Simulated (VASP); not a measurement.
Write the native input for VASP 6.6.1 that does the following.

| Property | Result |
| --- | --- |
| Task | relaxation of cell and atoms |
| Functional | PBE |
| Potentials or basis | VASP PAW PBE potentials, release 64 (Cd, As) |
| Cutoff | 500 eV |
| k mesh | 12 × 12 × 6 |
| Occupations | gaussian, width 0.1 eV |
| Spin | no spin polarisation |
| Dipole correction | no |
| Further INCAR settings | ALGO = Normal; EDIFF = 1e-07; IBRION = 2; EDIFFG = -0.01; NSW = 100; ISIF = 3 |

The structure of Cd2As3 lies in POSCAR:

```
Cd2As3
1.0
    4.3649927938      0.0000000000      0.0000000000
   -2.1824963969      3.7801946468      0.0000000000
    0.0000000000      0.0000000000      6.9639518242
Cd As
2 3
Direct
    0.3333333333      0.6666666667      0.3729571649
    0.6666666667      0.3333333333      0.6270428351
    0.0000000000      0.0000000000      0.0000000000
    0.3333333333      0.6666666667      0.8071751498
    0.6666666667      0.3333333333      0.1928248502
```

The input as run:

INCAR

```
SYSTEM = Cd2As3
ALGO     = Normal         ! electronic algorithm
EDIFF    = 1E-7           ! SCF threshold, eV
EDIFFG   = -0.01          ! ionic threshold
ENCUT    = 500            ! plane-wave cutoff, eV
GGA      = PE             ! functional
GGA_COMPAT= .FALSE.      
IBRION   = 2              ! ionic algorithm
ISIF     = 3              ! what is computed and relaxed
ISMEAR   = 0              ! smearing method
LASPH    = .TRUE.         ! aspherical terms in the spheres
LCHARG   = .FALSE.        ! write CHGCAR
LREAL    = .FALSE.        ! projectors in reciprocal space
LWAVE    = .FALSE.        ! write WAVECAR
NELM     = 120            ! most SCF steps
NELMIN   = 4            
NSW      = 100            ! ionic steps
PREC     = Accurate       ! precision mode
SIGMA    = 0.1            ! smearing width, eV
```

KPOINTS

```
k-points
0
G
  12 12 6
  0 0 0
```

Potentials or basis: VASP PAW PBE potentials, release 64 (Cd, As).

The run is started by

```console
$ cat potpaw_PBE.64/Cd/POTCAR potpaw_PBE.64/As/POTCAR > POTCAR
$ mpirun -np 1 vasp_std > vasp.out
```

Results of the run:

| Item | Value |
| --- | --- |
| Relaxed volume | 23.10 Å³/atom |
| Relaxed cell | a = 4.236 Å, b = 4.236 Å, c = 7.433 Å, α = 90.00°, β = 90.00°, γ = 120.00° |
| Space group after relaxing (to 0.1 Å) | P-3m1 (No. 164) |
| Energy gained by relaxing | 7.2 meV/atom |
| Ionic steps | 18 |
| Pressure after relaxing | 0.0 GPa |
| Largest force after relaxing | 0.009 eV/Å |
| Band gap on the k mesh | zero (an odd number of electrons rules out a gap without spin polarisation) |

Caveat: an odd number of electrons without spin polarisation forces a metal; a magnetic or distorted state may lie lower.

It took 61 min on 1 thread of Oxide Virtual Turin-like Processor, on a shared host, peak memory 0.36 GiB.
